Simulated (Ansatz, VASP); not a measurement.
# Li2Se in VASP and in Ansatz

```xyz
3
Lattice="2.9413 2.9413 0.0000 -2.9413 2.9413 0.0000 0.0000 2.9413 2.9413" Properties=species:S:1:pos:R:3 pbc="T T T"
Li   -1.4706    4.4119    1.4706
Li    1.4706    4.4119    1.4706
Se    0.0000    0.0000    0.0000
```

Alike in both runs: task single point; functional r2SCAN; k mesh 8 × 8 × 8; no spin polarisation.

|  | VASP | Ansatz |
| --- | --- | --- |
| version | VASP 6.6.1 | Ansatz 0.2.0 |
| potentials or method | VASP PAW PBE potentials, release 64 (Li_sv, Se) | PAW with Ansatz's default frozen-core files, scalar-relativistic |
| plane-wave cutoff (eV) | 830 | 500 |
| occupations | gaussian, width 0.01 eV | fixed |
| valence electrons in the cell | 12 | 22 |

|  | VASP | Ansatz | Ansatz less VASP |
| --- | --- | --- | --- |
| gap on the k mesh at the Fermi level (eV) | 3.41 | 3.44 | +0.022 |
| pressure (GPa) | 1.9 | 2.0 | +0.12 |

VASP's potentials were made for PBE, not for r2SCAN. VASP's potentials hold 12 valence electrons a cell and Ansatz's 22, so a difference there can come from the potentials and not from the codes.
